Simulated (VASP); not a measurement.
Write the native input for VASP 6.6.1 that does the following.

- Task: single point
- Functional: PBE
- Potentials or basis: VASP PAW PBE potentials, release 64 (Sr_sv, Al, O)
- Cutoff: 520 eV
- k mesh: 8 × 8 × 2
- Occupations: gaussian, width 0.1 eV
- Spin: no spin polarisation
- Dipole correction: no
- Further INCAR settings: ALGO = Normal; EDIFF = 1e-06; NBANDS = 42

The structure of Sr5AlO2 lies in POSCAR:

```
Sr5AlO2
1.0
    3.8714914283      0.0000000000      0.0000000000
    0.0000000000      3.8714914283      0.0000000000
    0.0000000000      0.0000000000     14.4468638486
Sr Al O
5 1 2
Direct
    0.5000000000      0.5000000000      0.1328609057
    0.5000000000      0.5000000000      0.8671390943
    0.5000000000      0.5000000000      0.5000000000
    0.0000000000      0.0000000000      0.6801673222
    0.0000000000      0.0000000000      0.3198326778
    0.0000000000      0.0000000000      0.0000000000
    0.5000000000      0.5000000000      0.3185614969
    0.5000000000      0.5000000000      0.6814385031
```

One way to write it, as run:

INCAR

```
SYSTEM = Sr5AlO2
PREC = Accurate ; ENCUT = 520
EDIFF = 1E-6 ; ISMEAR = 0
SIGMA = 0.1 ; LREAL = .FALSE.
LASPH = .TRUE. ; NELM = 100
ALGO = Normal ; ISIF = 2
LWAVE = .FALSE. ; LCHARG = .FALSE.
GGA = PE ; NBANDS = 42
```

KPOINTS

```
regular mesh
0
G
  8 8 2
  0 0 0
```

Potentials or basis: VASP PAW PBE potentials, release 64 (Sr_sv, Al, O).

Launch:

```sh
$ cat potpaw_PBE.64/Sr_sv/POTCAR potpaw_PBE.64/Al/POTCAR potpaw_PBE.64/O/POTCAR > POTCAR
$ mpirun -np 1 vasp_std > vasp.out
```

Results of the run:

| Quantity | Value |
| --- | --- |
| Pressure | 0.2 GPa |
| Largest force | 0.014 eV/Å |
| Band gap on the k mesh | zero (an odd number of electrons rules out a gap without spin polarisation) |

Caveat: an odd number of electrons without spin polarisation forces a metal; a magnetic or distorted state may lie lower.

Run time: 10 min on 1 thread of Intel Xeon 8259CL, on a shared host, peak memory 0.43 GiB.
